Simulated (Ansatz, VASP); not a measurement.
# Two plane-wave programs on CuI

INCAR

```
  PREC = Accurate
  ENCUT = 600
  EDIFF = 1E-6
  ISMEAR = 0
  SIGMA = 0.02
  LREAL = F
  LASPH = T
  NELM = 120
  ALGO = Normal
  ISIF = 2
  LWAVE = F
  LCHARG = F
  GGA = PE
  NBANDS = 16
  GGA_COMPAT = F
```

File KPOINTS:

```
regular mesh
0
Gamma
  8 8 8
```

The input POSCAR:

```
CuI
1.0
    0.0000000000      3.0387597115      3.0387597115
    3.0387597115      0.0000000000      3.0387597115
    3.0387597115      3.0387597115      0.0000000000
Cu I
1 1
Direct
    0.0000000000      0.0000000000      0.0000000000
    0.2500000000      0.2500000000      0.2500000000
```

Input for Ansatz:

```yaml
crystal:
  lattice:
    - [0.0, 3.0387597115, 3.0387597115]
    - [3.0387597115, 0.0, 3.0387597115]
    - [3.0387597115, 3.0387597115, 0.0]
  atoms:
    - { symbol: Cu, position: [0.0, 0.0, 0.0] }
    - { symbol: I, position: [0.25, 0.25, 0.25] }
basis:
  ecutwfc: 420
kpoints:
  mp_grid: { grid: [8, 8, 8] }
  band_path:
    path:
      - [[0.0, 0.0, 0.0], [-0.5, -0.5, 0.0], [-0.375, -0.375, 0.25]]
      - [[-0.375, 0.0, 0.375], [0.0, 0.0, 0.0], [0.0, 0.0, 0.5], [-0.5, -0.25, 0.25], [-0.5, -0.5, 0.0]]
    npoints: 10
hamiltonian:
  xc: pbe
  pseudopotentials: { kind: paw, azcp: { folder: soft_1 } }
scf:
  occupations: { method: gaussian, width: 0.02 }
  n_extra_bands: 7
output:
  forces: true
  stress: true
  eigenvalues: true
```

Alike in both runs: task single point; functional PBE; k mesh 8 × 8 × 8; occupations gaussian, width 0.02 eV; no spin polarisation.

```csv
,VASP,Ansatz
version,VASP 6.6.1,Ansatz 0.2.0
potentials or method,"VASP PAW PBE potentials, release 64 (Cu, I), cutoff 600 eV","scalar-relativistic, plane waves, PAW"
valence electrons in the cell,18,36
```

```csv
,VASP,Ansatz,Ansatz less VASP
gap on the k mesh at the Fermi level (eV),1.12,1.10,-0.025
least direct gap on the mesh (eV),1.12,1.10,-0.025
pressure (GPa),0.0,0.0,-0.01
```

With one functional, cell and mesh, what is left measures potentials, basis and numerics. VASP's potentials hold 18 valence electrons a cell and Ansatz's 36, so a difference there can come from the potentials and not from the codes.

Spin-orbit coupling is off throughout.
